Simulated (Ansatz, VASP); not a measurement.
# Two plane-wave programs on TaAs

```
Ta As
1.0
     3.42870    0.00000    0.00000
     0.00000    3.42870    0.00000
     0.00000    0.00000   17.63613
Ta As
4 4
Direct
  0.50000 0.50000 0.22681
  0.00000 0.50000 0.39099
  0.00000 0.00000 0.55517
  0.50000 0.00000 0.71936
  0.00000 0.00000 0.28064
  0.50000 0.00000 0.44483
  0.50000 0.50000 0.60901
  0.00000 0.50000 0.77319
```

Alike in both runs: task single point; functional PBEsol; k mesh 10 × 10 × 1; occupations gaussian, width 0.1 eV; no spin polarisation.

```csv
,VASP,Ansatz
version,VASP 6.6.1,Ansatz 0.2.0
potentials or method,"VASP PAW PBE potentials, release 64 (Ta_pv, As), cutoff 520 eV","scalar-relativistic, plane waves, PAW"
valence electrons in the cell,64,112
```

|  | VASP | Ansatz | Ansatz less VASP |
| --- | --- | --- | --- |
| gap on the k mesh at the Fermi level (eV) | none | none | - |
| rms of the force components (eV/Å) | 0.281 | 0.283 | +0.0019 |

VASP's potentials were made for PBE, not for PBEsol. A gap of «none» marks a metal or a gap that the smearing closes. VASP's potentials hold 64 valence electrons a cell and Ansatz's 112, so a difference there can come from the potentials and not from the codes.

Neither program's run includes spin-orbit coupling.
